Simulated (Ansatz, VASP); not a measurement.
Ti4B: VASP beside Ansatz

The input INCAR:

```
PREC = Accurate ; ENCUT = 600
EDIFF = 1E-6 ; ISMEAR = 0
SIGMA = 0.1 ; LREAL = F
LASPH = T ; NELM = 100
ALGO = Fast ; ISIF = 3
LWAVE = F ; LCHARG = F
GGA = PE ; IBRION = 2
NSW = 90 ; EDIFFG = -0.04
```

File KPOINTS:

```
regular mesh
0
Gamma
  6 6 4
```

Contents of POSCAR:

```
Ti4B
1.0
    4.0413008800      0.0000000000      0.0000000000
   -2.0206504400      3.4998692300      0.0000000000
    0.0000000000      0.0000000000      5.3926517500
Ti B
4 1
Direct
    0.3333333300      0.6666666700      0.0000000000
    0.6666666700      0.3333333300      0.0000000000
    0.3333333300      0.6666666700      0.5000000000
    0.6666666700      0.3333333300      0.5000000000
    0.0000000000      0.0000000000      0.5000000000
```

Input for Ansatz:

```yaml
crystal:
  lattice:
    - [4.04130088, 0.0, 0.0]
    - [-2.02065044, 3.49986923, 0.0]
    - [0.0, 0.0, 5.39265175]
  atoms:
    - { symbol: Ti, position: [0.33333333, 0.66666667, 0.0] }
    - { symbol: Ti, position: [0.66666667, 0.33333333, 0.0] }
    - { symbol: Ti, position: [0.33333333, 0.66666667, 0.5] }
    - { symbol: Ti, position: [0.66666667, 0.33333333, 0.5] }
    - { symbol: B, position: [0.0, 0.0, 0.5] }
basis:
  ecutwfc: 420
kpoints:
  mp_grid: { grid: [6, 6, 4] }
hamiltonian:
  xc: pbe
scf:
  occupations: { method: gaussian, width: 0.1 }
  lower_state_search: "off"
output:
  forces: true
  stress: true
  eigenvalues: true
relax:
  adjacent_minimum: "off"
  f_tol: 0.04
  max_steps: 70
  cell: { stress_tol: 0.4 }
```

Alike in both runs: task relaxation of cell and atoms; functional PBE; k mesh 6 × 6 × 4; occupations gaussian, width 0.1 eV; no spin polarisation.

```csv
,VASP,Ansatz
version,VASP 6.6.1,Ansatz 0.2.0
potentials or method,"VASP PAW PBE potentials, release 64 (Ti_sv, B), cutoff 600 eV","scalar-relativistic, plane waves, PAW"
valence electrons in the cell,51,51
```

Ansatz gave:

| Item | Value |
| --- | --- |
| gap on the k mesh at the Fermi level, each at its own relaxed structure (eV) | none |
| relaxed volume (Å³/atom) | 16.80 |
| relaxed cell length with the largest relative difference (Å) | 5.091 |

What did VASP give for the same quantities?

gap on the k mesh at the Fermi level, each at its own relaxed structure (eV): none; relaxed volume (Å³/atom): 16.79; relaxed cell length with the largest relative difference (Å): 5.076.

A gap of «none» marks a metal or a gap that the smearing closes.
